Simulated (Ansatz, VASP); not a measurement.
**One calculation of ScCu, two programs**

INCAR

```
PREC     = Accurate       # precision mode
ENCUT    = 520            # plane-wave cutoff, eV
EDIFF    = 1E-8           # SCF threshold, eV
ISMEAR   = -1             # smearing method
SIGMA    = 0.05           # smearing width, eV
LREAL    = False          # projectors in reciprocal space
LASPH    = True           # aspherical terms in the spheres
NELM     = 60             # most SCF steps
ALGO     = Normal         # electronic algorithm
ISIF     = 2              # what is computed and relaxed
LWAVE    = False          # write WAVECAR
LCHARG   = False          # write CHGCAR
GGA      = CA             # functional
LEFG     = True         
NBANDS   = 18             # bands
```

The input KPOINTS:

```
Automatic mesh
0
Gamma
  11 11 11
```

POSCAR

```
ScCu
1.0
    3.2988470188      0.0000000000      0.0000000000
    0.0000000000      3.2988470188      0.0000000000
    0.0000000000      0.0000000000      3.2988470188
Sc Cu
1 1
Direct
    0.5000000000      0.5000000000      0.5000000000
    0.0000000000      0.0000000000      0.0000000000
```

Input for Ansatz:

```yaml
crystal:
  lattice:
    - [3.2988470188, 0.0, 0.0]
    - [0.0, 3.2988470188, 0.0]
    - [0.0, 0.0, 3.2988470188]
  atoms:
    - { symbol: Sc, position: [0.5, 0.5, 0.5] }
    - { symbol: Cu, position: [0.0, 0.0, 0.0] }
kpoints:
  mp_grid: { grid: [11, 11, 11] }
scf:
  occupations: { method: fermi_dirac, width: 0.05 }
hamiltonian:
  xc: lda
  pseudopotentials: { kind: all_electron, datasets: crystal }
output:
  forces: true
  stress: true
  eigenvalues: true
  efg: { contact_densities: true }
```

Change from the starting cell: volume scaled by 1.04, crystal datasets.

Alike in both runs: task electric field gradients; functional LDA; k mesh 11 × 11 × 11; occupations fermi-dirac, width 0.05 eV; no spin polarisation.

```csv
,VASP,Ansatz
version,VASP 6.6.1,Ansatz 0.2.0
potentials or method,"VASP PAW LDA potentials, release 64 (Sc_sv, Cu), cutoff 520 eV","all-electron PAW with datasets made for the crystal, scalar-relativistic"
```

```tsv
	VASP	Ansatz	Ansatz less VASP
pressure (GPa)	-9.8	-10.2	-0.42
```

LDA's correlation is that of Perdew and Zunger in VASP and of Perdew and Wang (1992) in Ansatz. Ansatz ran all-electron here, and VASP with PAW potentials.
